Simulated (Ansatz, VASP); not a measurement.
## One calculation of HfO2, two programs

Contents of INCAR:

```
PREC = Accurate
ENCUT = 520
EDIFF = 1E-6
ISMEAR = -1
SIGMA = 0.08
LREAL = F
LASPH = T
NELM = 100
ALGO = Normal
ISIF = 2
LWAVE = F
LCHARG = F
GGA = PE
NBANDS = 18
```

The input KPOINTS:

```
Automatic mesh
0
Gamma
  13 13 7
```

POSCAR

```
HfO2
1.0
    3.2310772220      0.0000000000      0.0000000000
   -1.6155386110      2.7981949558      0.0000000000
    0.0000000000      0.0000000000      4.5226389583
Hf O
1 2
Direct
    0.0000000000      0.0000000000      0.0000000000
    0.3333333333      0.6666666667      0.2149580986
    0.6666666667      0.3333333333      0.7850419014
```

Input for Ansatz:

```yaml
crystal:
  lattice:
    - [3.231077222, 0.0, 0.0]
    - [-1.615538611, 2.7981949558, 0.0]
    - [0.0, 0.0, 4.5226389583]
  atoms:
    - { symbol: Hf, position: [0.0, 0.0, 0.0] }
    - { symbol: O, position: [0.3333333333, 0.6666666667, 0.2149580986] }
    - { symbol: O, position: [0.6666666667, 0.3333333333, 0.7850419014] }
kpoints:
  mp_grid: { grid: [13, 13, 7] }
scf:
  occupations: { method: fermi_dirac, width: 0.08 }
hamiltonian:
  xc: pbe
  pseudopotentials: { kind: all_electron, lapw: { basis_error: 0.001 } }
output:
  forces: true
  stress: true
  eigenvalues: true
  populations: true
```

Change from the starting cell: volume scaled by 0.8, LAPW.

Alike in both runs: task single point; functional PBE; k mesh 13 × 13 × 7; occupations fermi-dirac, width 0.08 eV; no spin polarisation.

|  | VASP | Ansatz |
| --- | --- | --- |
| version | VASP 6.6.1 | Ansatz 0.2.0 |
| potentials or method | VASP PAW PBE potentials, release 64 (Hf_pv, O), cutoff 520 eV | all-electron LAPW, scalar-relativistic |

|  | VASP | Ansatz | Ansatz less VASP |
| --- | --- | --- | --- |
| gap on the k mesh at the Fermi level (eV) | 4.43 | 4.40 | -0.034 |
| pressure (GPa) | 1.3 | 3.9 | +2.61 |
| traceless stress, the component that is largest in VASP (GPa) | 0.76 | -0.13 | -0.890 |
| rms of the force components (eV/Å) | 0.095 | 0.001 | -0.0937 |

Atom by atom the forces differ by 0.097 eV/Å (rms over components). Ansatz ran all-electron here, and VASP with PAW potentials.

Spin-orbit coupling is off throughout.
